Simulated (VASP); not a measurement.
A run of VASP 6.6.1 is set up as follows.

INCAR

```
  PREC = Accurate
  ENCUT = 520
  EDIFF = 1E-6
  ISMEAR = -1
  SIGMA = 0.02
  LREAL = F
  LASPH = T
  NELM = 80
  ALGO = Normal
  ISIF = 2
  LWAVE = F
  LCHARG = F
  GGA = PE
  NBANDS = 41
```

KPOINTS

```
regular mesh
0
Gamma
  6 6 2
```

File POSCAR:

```
SiSn2
1.0
    4.3891122683      0.0000000001      0.0000000000
   -2.1945561342      3.8010827244      0.0000000000
    0.0000000000      0.0000000000     10.7457090602
Si Sn
2 4
Direct
    0.0000000000      0.0000000000     -0.0080989624
    0.6666666667      0.3333333333      0.6734937263
    0.3333333333      0.6666666667      0.3355399853
    0.6666666667      0.3333333333      0.9167177913
    0.3333333333      0.6666666667      0.5990042122
    0.0000000000      0.0000000000      0.2333432474
```

Potentials or basis: VASP PAW PBE potentials, release 64 (Si, Sn_d).

Run with:

```console
$ cat potpaw_PBE.64/Si/POTCAR potpaw_PBE.64/Sn_d/POTCAR > POTCAR
$ mpirun -np 1 vasp_std > vasp.out
```

(1) What does it give for the largest force?

(2) Predict the band gap on the k mesh.

(3) Predict the pressure.

Results:

(1) 0.106 eV/Å.

(2) zero (bands 32 and 33 overlap by 0.02 eV).

(3) 1.5 GPa.

Caveat: semilocal functionals underestimate gaps, so a narrow gap can read as zero; spin-orbit coupling is left out, which moves the levels of the heavy elements.
